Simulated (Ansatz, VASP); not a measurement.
One calculation of Ge, two programs

```xyz
2
Lattice="0.0000 2.8099 2.8099 2.8099 0.0000 2.8099 2.8099 2.8099 0.0000" Properties=species:S:1:pos:R:3 pbc="T T T"
Ge    4.2149    4.2149    4.2149
Ge    2.8099    2.8099    2.8099
```

Alike in both runs: task single point; functional r2SCAN; k mesh 8 × 8 × 8; occupations fermi-dirac, width 0.05 eV; no spin polarisation.

|  | VASP | Ansatz |
| --- | --- | --- |
| version | VASP 6.6.1 | Ansatz 0.2.0 |
| potentials or method | VASP PAW PBE potentials, release 64 (Ge_d) | Ansatz PAW |
| plane-wave cutoff (eV) | 520 | 500 |
| valence electrons in the cell | 28 | 28 |

```csv
,VASP,Ansatz,Ansatz less VASP
gap on the k mesh at the Fermi level (eV),0.51,0.53,+0.023
least direct gap on the mesh (eV),0.60,0.64,+0.043
pressure (GPa),2.3,2.2,-0.07
```

VASP's potentials were made for PBE, not for r2SCAN.
